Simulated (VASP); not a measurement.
Set up this calculation in VASP 6.6.1, as the native input.

* Task: electric field gradients
* Functional: PBE
* Potentials or basis: VASP PAW PBE potentials, release 64 (Na_pv, H)
* Cutoff: 520 eV
* k mesh: 9 × 9 × 9
* Occupations: fermi-dirac, width 0.02 eV
* Spin: no spin polarisation
* Dipole correction: no
* Further INCAR settings: ALGO = Normal; EDIFF = 1e-08; NBANDS = 11

The structure of NaH lies in POSCAR:

```
NaH
1.0
    0.0000000000      2.4159600049      2.4888000000
    2.4159600049      0.0000000000      2.4888000000
    2.4159600049      2.4159600049      0.0000000000
Na H
1 1
Direct
    0.0000000000      0.0000000000      0.0000000000
    0.5000000000      0.5000000000      0.5000000000
```

This cell differs from its parent crystal: z stretched by +2 % at fixed volume.

The input as run:

INCAR

```
SYSTEM = NaH
ALGO = Normal
EDIFF = 1E-8
ENCUT = 520
GGA = PE
ISIF = 2
ISMEAR = -1
LASPH = .True.
LCHARG = .False.
LEFG = .True.
LREAL = .False.
LWAVE = .False.
NBANDS = 11
NELM = 100
PREC = Accurate
SIGMA = 0.02
```

KPOINTS

```
k-points
0
Gamma
  9 9 9
  0 0 0
```

Potentials or basis: VASP PAW PBE potentials, release 64 (Na_pv, H).

The run is started by

```sh
$ cat potpaw_PBE.64/Na_pv/POTCAR potpaw_PBE.64/H/POTCAR > POTCAR
$ mpirun -np 1 vasp_std > vasp.out
```

Results of the run:

| Item | Value |
| --- | --- |
| Pressure | -0.7 GPa |
| Band gap on the k mesh | 3.97 eV, indirect (least direct gap 4.69 eV) |

Caveat: without QUAD_EFG the Cq values of the log hold for a quadrupole moment of 1 mb, not for the nuclei.

It took 18 s on 1 thread of Intel(R) Xeon(R) 6975P-C (Granite Rapids), with other jobs on the host, peak memory 0.15 GiB.
